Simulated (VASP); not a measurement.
# LiGeH3 (Pm-3m) in VASP: a series of runs

Runs on LiGeH3. Level: PBE. Tasks: single point, relaxation of cell and atoms.

Program: VASP 6.6.1. These are calculated values, not measurements. Logs are shortened: lines on timing, memory, paths and dates and some standing lists are left out, and cuts for length are marked.

## Step 1: The cell of the first run

The structure is cubic, space group Pm-3m (No. 221). Conventional cell: a = 3.207 Å, b = 3.207 Å, c = 3.207 Å, α = 90.00°, β = 90.00°, γ = 90.00°. Within 3.0 Å of Li (site symmetry m-3m) lie 12 H at 2.27 Å and 8 Ge at 2.78 Å. Within 2.1 Å of Ge (site symmetry m-3m) lie 6 H at 1.60 Å. H (site symmetry 4/mmm) has 2 Ge at 1.60 Å within 2.1 Å.

## Step 2: Single point, PBE

Input file INCAR:

```
PREC = Accurate
ENCUT = 520
EDIFF = 1E-6
ISMEAR = 0
SIGMA = 0.1
LREAL = False
LASPH = True
NELM = 100
ALGO = Normal
ISIF = 2
LWAVE = False
LCHARG = False
GGA = PE
NBANDS = 18
```

Input file KPOINTS:

```
regular mesh
0
Gamma
  6 6 6
```

Input file POSCAR:

```
LiGeH3
1.0
    3.2072046000      0.0000000000      0.0000000000
    0.0000000000      3.2072046000      0.0000000000
    0.0000000000      0.0000000000      3.2072046000
Li Ge H
1 1 3
Direct
    0.5000000000      0.5000000000      0.5000000000
    0.0000000000      0.0000000000      0.0000000000
    0.5000000000      0.0000000000      0.0000000000
    0.0000000000      0.5000000000      0.0000000000
    0.0000000000      0.0000000000      0.5000000000
```

Potentials or basis: VASP PAW PBE potentials, release 64 (Li_sv, Ge_d, H).

On the command line:

```console
> cat potpaw_PBE.64/Li_sv/POTCAR potpaw_PBE.64/Ge_d/POTCAR potpaw_PBE.64/H/POTCAR > POTCAR
> mpirun -np 1 vasp_std > vasp.out
```

OUTCAR:

```text
PREC = Accurate
   ENCUT = 520
   EDIFF = 1E-6
   ISMEAR = 0
   LREAL = False
   LASPH = True
   NELM = 100
   ISIF = 2
   GGA = PE

 ion  position               nearest neighbor table
   1  0.500  0.500  0.500-
   2  0.000  0.000  0.000-   3 1.60   4 1.60   5 1.60   5 1.60   4 1.60   3 1.60
   3  0.500  0.000  0.000-   2 1.60   2 1.60
   4  0.000  0.500  0.000-   2 1.60   2 1.60
   5  0.000  0.000  0.500-   2 1.60   2 1.60

  LATTYP: Found a simple cubic cell.
 ALAT       =     3.2072046000

  Lattice vectors:

 A1 = (   3.2072046000,   0.0000000000,   0.0000000000)
 A2 = (   0.0000000000,   3.2072046000,   0.0000000000)
 A3 = (   0.0000000000,   0.0000000000,   3.2072046000)

Analysis of symmetry for initial positions (statically):
=====================================================================
 Subroutine PRICEL returns:
 Original cell was already a primitive cell.

 Routine SETGRP: Setting up the symmetry group for a
 simple cubic supercell.

 Subroutine GETGRP returns: Found 48 space group operations
 (whereof 48 operations were pure point group operations)
 out of a pool of 48 trial point group operations.

The static configuration has the point symmetry O_h .

Analysis of symmetry for dynamics (positions and initial velocities):
=====================================================================
 Subroutine PRICEL returns:
 Original cell was already a primitive cell.

 Routine SETGRP: Setting up the symmetry group for a
 simple cubic supercell.

 Subroutine GETGRP returns: Found 48 space group operations
 (whereof 48 operations were pure point group operations)
 out of a pool of 48 trial point group operations.

The dynamic configuration has the point symmetry O_h .

 Subroutine INISYM returns: Found 48 space group operations
 (whereof 48 operations are pure point group operations),
 and found     1 'primitive' translations

----------------------------------------------------------------------------------------

                                     Primitive cell

  volume of cell :      32.9898

  direct lattice vectors                    reciprocal lattice vectors
     3.207204600  0.000000000  0.000000000     0.311798006  0.000000000  0.000000000
     0.000000000  3.207204600  0.000000000     0.000000000  0.311798006  0.000000000
     0.000000000  0.000000000  3.207204600     0.000000000  0.000000000  0.311798006

  length of vectors
     3.207204600  3.207204600  3.207204600     0.311798006  0.311798006  0.311798006

  position of ions in fractional coordinates (direct lattice)
     0.500000000  0.500000000  0.500000000
     0.000000000  0.000000000  0.000000000
     0.500000000  0.000000000  0.000000000
     0.000000000  0.500000000  0.000000000
     0.000000000  0.000000000  0.500000000

  ion indices of the primitive-cell ions
   primitive index   ion index
                 1           1
                 2           2
                 3           3
                 4           4
                 5           5

----------------------------------------------------------------------------------------

 KPOINTS: regular mesh

Automatic generation of k-mesh.
 Grid dimensions read from file:
 generate k-points for:    6    6    6

 Generating k-lattice:

  Cartesian coordinates                     Fractional coordinates (reciprocal lattice)
     0.051966334  0.000000000  0.000000000     0.166666667  0.000000000  0.000000000
     0.000000000  0.051966334  0.000000000     0.000000000  0.166666667  0.000000000
     0.000000000  0.000000000  0.051966334     0.000000000  0.000000000  0.166666667

  Length of vectors
     0.051966334  0.051966334  0.051966334

  Shift w.r.t. Gamma in fractional coordinates (k-lattice)
     0.000000000  0.000000000  0.000000000

 Subroutine IBZKPT returns following result:
 ===========================================

 Found     20 irreducible k-points:

 Following reciprocal coordinates:
            Coordinates               Weight
  0.000000  0.000000  0.000000      1.000000
  0.166667  0.000000  0.000000      6.000000
  0.333333  0.000000  0.000000      6.000000
  0.500000  0.000000  0.000000      3.000000
  0.166667  0.166667  0.000000     12.000000
  0.333333  0.166667  0.000000     24.000000
[... 12 lines left out ...]
  0.500000  0.500000  0.333333      6.000000
  0.500000  0.500000  0.500000      1.000000
   k-points           NKPTS =     20   k-points in BZ     NKDIM =     20   number of bands    NBANDS=     18
   number of dos      NEDOS =    301   number of ions     NIONS =      5
   total plane-waves  NPLWV =  13824
   dimension x,y,z NGX =    24 NGY =   24 NGZ =   24
   dimension x,y,z NGXF=    48 NGYF=   48 NGZF=   48
   ions per type =               1   1   3
   NGX,Y,Z   is equivalent  to a cutoff of  12.44, 12.44, 12.44 a.u.
   NGXF,Y,Z  is equivalent  to a cutoff of  24.88, 24.88, 24.88 a.u.
 SYSTEM =  unknown system
   PREC   = accura    normal or accurate (medium, high low for compatibility)
   ISTART =      0    job   : 0-new  1-cont  2-samecut
   ICHARG =      2    charge: 1-file 2-atom 10-const
   ISPIN  =      1    spin polarized calculation?
   LNONCOLLINEAR =      F non collinear calculations
   LSORBIT =      F    spin-orbit coupling
   LASPH  =      T    aspherical Exc in radial PAW
   ENCUT  =  520.0 eV  38.22 Ry    6.18 a.u.   5.96  5.96  5.96*2*pi/ulx,y,z
   NELM   =    100;   NELMIN=  2; NELMDL= -5     # of ELM steps
   EDIFF  = 0.1E-05   stopping-criterion for ELM
   LREAL  =      F    real-space projection
   EDIFFG = 0.1E-04   stopping-criterion for IOM
   NSW    =      0    number of steps for IOM
   IBRION =     -1    ionic relax: 0-MD 1-quasi-New 2-CG
   NFREE  =      0    steps in history (QN), initial steepest desc. (CG)
   ISIF   =      2    stress and relaxation
   ISYM   =      2    0-nonsym 1-usesym 2-fastsym
   POTIM  = 0.5000    time-step for ionic-motion
   TEBEG  =    0.0;   TEEND  =   0.0 temperature during run
   PSTRESS=    0.0 pullay stress
   NELECT =      20.0000    total number of electrons
   NUPDOWN=      -1.0000    fix difference up-down
   EMIN   =  10.00;   EMAX   =-10.00  energy-range for DOS
   EFERMI =   0.00;   METHOD = LEGACY
   ISMEAR =     0;   SIGMA  =   0.10  broadening in eV -4-tet -1-fermi 0-gaus
   EFERMI_NEDOS =   21; number of points for ismear=-14 and -15
   IALGO  =     38    algorithm
   IMIX   =      4    mixing-type and parameters
     AMIX     =   0.40;   BMIX     =  1.00
     AMIX_MAG =   1.60;   BMIX_MAG =  1.00
  volume/ion in A,a.u.               =       6.60        44.53
  Fermi-wavevector in a.u.,A,eV,Ry     =   1.385558  2.618326 26.120084  1.919772
  Thomas-Fermi vector in A             =   2.509957
   LORBIT       =      0    0 simple, 1 ext, 2 COOP (PROOUT), +10 PAW based schemes
   GGA     = PE    functional components
   LHFCALC =     F    Hartree Fock is set to
   AEXX    =    0.0000 exact exchange contribution
   IVDW    =     0    specifies the selected vdW correction
   LEPSILON=     F    determine dielectric tensor
   LRPA    =     F    only Hartree local field effects (RPA)
 non-spin polarized calculation
 Gauss-broadening in eV      SIGMA  =   0.10
  energy-cutoff  :      520.00
  volume of cell :       32.99
 maximum number of plane-waves:       912
 NGX is ok and might be reduce to    24
   NGX = 11   NGY = 11   NGZ = 11

 number of electron      19.9999960 magnetization

 Free energy of the ion-electron system (eV)
  ---------------------------------------------------
  ext. energy  EPLUGINS =         0.00000000
  ---------------------------------------------------
  free energy    TOTEN  =       -12.72535469 eV

  energy without entropy =      -12.71085415  energy(sigma->0) =      -12.71810442

 E-fermi :   7.9496     XC(G=0): -10.8537

 val. band max:        7.7923816433   @ k =   0.5000   0.3333   0.3333
 cond. band min:       7.9601627978   @ k =   0.3333   0.0000   0.0000
 fundamental gap:      0.1677811545
 Fermi energy:         7.9496143519

 k-point     1 :       0.0000    0.0000    0.0000
  band No.  band energies     occupation
      1     -40.6482      2.00000
      2     -18.3326      2.00000
      3     -18.3326      2.00000
      4     -18.0827      2.00000
      5     -18.0827      2.00000
      6     -18.0827      2.00000
[... 10 lines left out ...]
     17      21.5454      0.00000
     18      21.5454      0.00000

 k-point     2 :       0.1667    0.0000    0.0000
  band No.  band energies     occupation
      1     -40.6470      2.00000
      2     -18.3315      2.00000
      3     -18.3026      2.00000
      4     -18.0876      2.00000
      5     -18.0876      2.00000
      6     -18.0823      2.00000
[... 10 lines left out ...]
     17      18.6740      0.00000
     18      22.3163      0.00000

 k-point     3 :       0.3333    0.0000    0.0000
  band No.  band energies     occupation
      1     -40.6445      2.00000
      2     -18.3295      2.00000
      3     -18.2429      2.00000
      4     -18.0974      2.00000
      5     -18.0974      2.00000
      6     -18.0815      2.00000
[... 10 lines left out ...]
     17      17.1375      0.00000
     18      22.7315      0.00000

 k-point     4 :       0.5000    0.0000    0.0000
  band No.  band energies     occupation
      1     -40.6434      2.00000
      2     -18.3284      2.00000
      3     -18.2131      2.00000
      4     -18.1023      2.00000
      5     -18.1023      2.00000
      6     -18.0812      2.00000
[... 291 lines left out ...]
      4     -18.1193      2.00000
      5     -18.1190      2.00000
      6     -18.1129      2.00000
[... 10 lines left out ...]
     17      22.4507      0.00000
     18      24.9244      0.00000

 k-point    19 :       0.5000    0.5000    0.3333
  band No.  band energies     occupation
      1     -40.6363      2.00000
      2     -18.1705      2.00000
      3     -18.1369      2.00000
      4     -18.1253      2.00000
      5     -18.1188      2.00000
      6     -18.1188      2.00000
[... 10 lines left out ...]
     17      23.1659      0.00000
     18      26.9439      0.00000

 k-point    20 :       0.5000    0.5000    0.5000
  band No.  band energies     occupation
      1     -40.6353      2.00000
      2     -18.1366      2.00000
      3     -18.1366      2.00000
      4     -18.1250      2.00000
      5     -18.1250      2.00000
      6     -18.1250      2.00000
[... 10 lines left out ...]
     17      24.1004      0.00000
     18      29.7108      0.00000

------------------------ aborting loop because EDIFF is reached ----------------------------------------

  FORCE on cell =-STRESS in cart. coord.  units (eV):
  Direction    XX          YY          ZZ          XY          YZ          ZX
  --------------------------------------------------------------------------------------
  -------------------------------------------------------------------------------------
  Total       10.5779713     10.5779713     10.5779713      0.0000000     -0.0000000      0.0000000
  in kB      513.7276845    513.7276845    513.7276845      0.0000000     -0.0000000      0.0000000
  external PRESSURE =     513.7276845 kB  Pullay stress =       0.0000000 kB

 VOLUME and BASIS-vectors are now :
 -----------------------------------------------------------------------------
  energy-cutoff  :      520.00
  volume of cell :       32.99
      direct lattice vectors                 reciprocal lattice vectors
     3.207204600  0.000000000  0.000000000     0.311798006  0.000000000  0.000000000
     0.000000000  3.207204600  0.000000000     0.000000000  0.311798006  0.000000000
     0.000000000  0.000000000  3.207204600     0.000000000  0.000000000  0.311798006

 POSITION                                       TOTAL-FORCE (eV/Angst)
 -----------------------------------------------------------------------------------
      1.60360      1.60360      1.60360         0.000000      0.000000      0.000000
      0.00000      0.00000      0.00000         0.000000      0.000000      0.000000
      1.60360      0.00000      0.00000         0.000000      0.000000      0.000000
      0.00000      1.60360      0.00000         0.000000      0.000000      0.000000
      0.00000      0.00000      1.60360         0.000000      0.000000      0.000000
 -----------------------------------------------------------------------------------
    total drift:                                0.000000      0.000000     -0.000000

  FREE ENERGIE OF THE ION-ELECTRON SYSTEM (eV)
  ---------------------------------------------------
  free  energy   TOTEN  =       -12.7253546922 eV

  energy  without entropy=      -12.7108541540  energy(sigma->0) =      -12.71810442
```

Run time: 8 s. Hardware: 1 thread of Intel Xeon Platinum 8488C (Sapphire Rapids), shared host; peak memory 0.14 GiB.

Results:

```yaml
Free_energy: -12.7254 eV
Band_gap_on_the_k_mesh: zero (band 10 reaches 8.69 eV, above the bottom of band 11 at 6.67 eV)
```

Levels at points of the mesh, in eV from the Fermi level:
```tsv
k point	band 6	band 7	band 8	band 9	band 10	band 11	band 12	band 13	band 14	band 15
(0.00, 0.00, 0.00)	-26.03	-16.76	-4.30	-4.30	-1.28	-1.28	-1.28	4.93	11.28	11.28
(0.50, 0.00, 0.00)	-26.03	-14.88	-11.11	-3.67	0.74	0.74	4.00	4.72	5.11	5.11
(0.50, 0.50, 0.00)	-26.05	-12.26	-10.42	-10.42	-0.82	2.11	2.32	4.91	4.91	8.36
(0.50, 0.50, 0.50)	-26.07	-9.37	-9.37	-9.37	-8.13	-0.93	-0.93	-0.93	6.59	16.15
```

Caveat: the cutoff is under 1.25 times the usual one of these potentials, so pressure, stress and relaxed cells hold a basis-set (Pulay) error.

## Step 3: Single point, PBE

This run uses another cell than the first one, of 11.30 Å³/atom, 1.713 times its volume.

Input file INCAR:

```
  PREC = Accurate
  ENCUT = 520
  EDIFF = 1E-6
  ISMEAR = 0
  SIGMA = 0.1
  LREAL = False
  LASPH = True
  NELM = 100
  ALGO = Normal
  ISIF = 2
  LWAVE = False
  LCHARG = True
  GGA = PE
  LELF = True
  LVHAR = True
  NBANDS = 18
```

Input file KPOINTS:

```
Automatic mesh
0
Gamma
  6 6 6
```

POSCAR: that of step 2 with these lines changed.

```diff
@@ -2,5 +2,5 @@
 1.0
-    3.2072046000      0.0000000000      0.0000000000
-    0.0000000000      3.2072046000      0.0000000000
-    0.0000000000      0.0000000000      3.2072046000
+    3.8371730445      0.0000000000      0.0000000000
+    0.0000000000      3.8371730445      0.0000000000
+    0.0000000000      0.0000000000      3.8371730445
 Li Ge H
```

Potentials or basis: VASP PAW PBE potentials, release 64 (Li_sv, Ge_d, H).

On the command line:

```console
> cat potpaw_PBE.64/Li_sv/POTCAR potpaw_PBE.64/Ge_d/POTCAR potpaw_PBE.64/H/POTCAR > POTCAR
> mpirun -np 1 vasp_std > vasp.out
```

It took 21 s on 1 thread of Intel Xeon Platinum 8488C (Sapphire Rapids), shared host; peak memory 0.17 GiB.

It converged, with:

```yaml
Free_energy: -15.2518 eV
Band_gap_on_the_k_mesh: zero (band 10 reaches 3.88 eV, above the bottom of band 11 at 2.87 eV)
```

Levels at points of the mesh, in eV from the Fermi level:
| k point | band 8 | band 9 | band 10 | band 11 | band 12 | band 13 |
| --- | --- | --- | --- | --- | --- | --- |
| (0.00, 0.00, 0.00) | -2.82 | -2.82 | -0.40 | -0.40 | -0.40 | 1.54 |
| (0.50, 0.00, 0.00) | -7.15 | -2.50 | 0.61 | 0.61 | 1.23 | 3.43 |
| (0.50, 0.50, 0.00) | -6.68 | -6.68 | 0.15 | 0.31 | 1.34 | 4.39 |
| (0.50, 0.50, 0.50) | -6.11 | -6.11 | -6.11 | 0.74 | 0.74 | 0.74 |

Caveat: the cutoff is under 1.25 times the usual one of these potentials, so pressure, stress and relaxed cells hold a basis-set (Pulay) error.

(Part 1 of 2 ends here.)
